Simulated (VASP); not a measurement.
A run of VASP 6.6.1 is set up as follows.

INCAR

```
PREC = Accurate
ENCUT = 600
EDIFF = 1E-7
ISMEAR = 0
SIGMA = 0.02
LREAL = F
LASPH = T
NELM = 100
ALGO = Normal
ISIF = 3
LWAVE = F
LCHARG = F
GGA = PE
IBRION = 2
NSW = 100
EDIFFG = -0.005
```

Contents of KPOINTS:

```
Automatic mesh
0
Gamma
  12 12 4
```

File POSCAR:

```
PtS2
1.0
    3.5766342997      0.0000000000      0.0000000000
   -1.7883171498      3.0974561636      0.0000000000
    0.0000000000      0.0000000000      6.4831514405
Pt S
1 2
Direct
    0.0000000000      0.0000000000      0.0000000000
    0.3333333333      0.6666666667      0.1893322439
    0.6666666667      0.3333333333      0.8106677561
```

Potentials or basis: VASP PAW PBE potentials, release 64 (Pt, S).

Command:

```console
$ cat potpaw_PBE.64/Pt/POTCAR potpaw_PBE.64/S/POTCAR > POTCAR
$ mpirun -np 1 vasp_std > vasp.out
```

Problem. What does it give for the relaxed volume?

Solution. 23.88 Å³/atom.

Problem. Predict the relaxed cell.

Solution. a = 3.573 Å, b = 3.573 Å, c = 6.479 Å, α = 90.00°, β = 90.00°, γ = 120.00°.

Problem. Estimate the space group after relaxing (to 0.1 Å).

Solution. P-3m1 (No. 164).

Forces in eV/Å, atoms in the order of the input:
```
Pt   0.000  0.000  0.000
S    0.000  0.000  0.004
S    0.000  0.000 -0.004
```

Caveat: this functional lacks dispersion, which binds layers or chains, so the pressure and a relaxed spacing across them are unreliable.
